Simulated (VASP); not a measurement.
As, 2 atoms in the cell. The cell holds a slab with vacuum, 2 atoms: a = 3.294 Å, b = 3.294 Å, c = 28.000 Å, α = 90.00°, β = 90.00°, γ = 120.00°. 

```yaml
Program: VASP 6.6.1
Task: single point
Functional: LDA
Potentials_or_basis: VASP PAW LDA potentials, release 64 (As)
Cutoff: 520 eV
k_mesh: 9 × 9 × 1
Occupations: gaussian, width 0.02 eV
Spin: no spin polarisation
Dipole_correction: yes
Further_INCAR_settings: ALGO = Normal; EDIFF = 1e-06; NBANDS = 12
```

Potentials or basis: VASP PAW LDA potentials, release 64 (As).

Command:

```sh
$ cat potpaw_LDA.64/As/POTCAR > POTCAR
$ mpirun -np 1 vasp_std > vasp.out
```

Hardware: 1 thread of Intel(R) Xeon(R) Platinum 8488C (Sapphire Rapids), with other jobs on the host.

Problem. How long does it take, and how much memory?

Solution. It took 40 s on 1 thread of Intel(R) Xeon(R) Platinum 8488C (Sapphire Rapids) (shared host), peak memory 0.26 GiB. Counts: scf iterations 20, k points 12.
